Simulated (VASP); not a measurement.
Crystal: Pd.

```
Pd
1.0
     0.00000    1.93344    1.93344
     1.93344    0.00000    1.93344
     1.93344    1.93344    0.00000
Pd
1
Direct
  0.00000 0.00000 0.00000
```

Base run:

```yaml
Program: VASP 6.6.1
Functional: r2SCAN
Potentials_or_basis: VASP PAW PBE potentials, release 64 (Pd)
Cutoff: 520 eV
k_mesh: 12 × 12 × 12
Occupations: fermi-dirac, width 0.05 eV
Spin: no spin polarisation
```

Its results: band gap on the k mesh zero (band 5 reaches 10.27 eV, above the bottom of band 6 at 8.53 eV); pressure 7.1 GPa.

Q: The run is repeated on the same cell with these changes: functional from r2SCAN to revPBE. What comes out?

A: Band gap on the k mesh zero (band 5 reaches 10.49 eV, above the bottom of band 6 at 8.85 eV); pressure 14.4 GPa.

Caveats: the PAW data sets were made with another functional, which shifts forces and pressure a little.
